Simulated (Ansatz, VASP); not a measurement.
SrO: VASP beside Ansatz

Contents of INCAR:

```
PREC = Accurate
ENCUT = 520
EDIFF = 1E-6
ISMEAR = 0
SIGMA = 0.05
LREAL = F
LASPH = T
NELM = 80
ALGO = Normal
ISIF = 2
LWAVE = F
LCHARG = T
GGA = PE
LELF = T
LVHAR = T
NBANDS = 15
```

KPOINTS

```
regular mesh
0
Gamma
  8 8 8
```

Contents of POSCAR:

```
SrO
1.0
    0.0000000000      2.6468940000      2.5698000000
    2.6468940000      0.0000000000      2.5698000000
    2.6468940000      2.6468940000      0.0000000000
Sr O
1 1
Direct
    0.0000000000      0.0000000000      0.0000000000
    0.5000000000      0.5000000000      0.5000000000
```

Input for Ansatz:

```yaml
crystal:
  lattice:
    - [0.0, 2.646894, 2.5698]
    - [2.646894, 0.0, 2.5698]
    - [2.646894, 2.646894, 0.0]
  atoms:
    - { symbol: Sr, position: [0.0, 0.0, 0.0] }
    - { symbol: O, position: [0.5, 0.5, 0.5] }
basis:
  ecutwfc: 420
kpoints:
  mp_grid: { grid: [8, 8, 8] }
hamiltonian:
  xc: pbe
scf:
  occupations: { method: gaussian, width: 0.05 }
output:
  forces: true
  stress: true
  eigenvalues: true
```

Change from the starting cell: strain +0.030 along x and y, +0.000 along z, atoms carried along.

Alike in both runs: task single point; functional PBE; k mesh 8 × 8 × 8; occupations gaussian, width 0.05 eV; no spin polarisation.

```csv
,VASP,Ansatz
version,VASP 6.6.1,Ansatz 0.2.0
potentials or method,"VASP PAW PBE potentials, release 64 (Sr_sv, O), cutoff 520 eV","scalar-relativistic, plane waves, PAW"
valence electrons in the cell,16,16
```

|  | VASP | Ansatz | Ansatz less VASP |
| --- | --- | --- | --- |
| gap on the k mesh at the Fermi level (eV) | 3.16 | 3.21 | +0.046 |
| least direct gap on the mesh (eV) | 3.38 | 3.41 | +0.035 |
| pressure (GPa) | -1.5 | -2.0 | -0.45 |
| traceless stress, the component that is largest in VASP (GPa) | 2.12 | 2.00 | -0.121 |
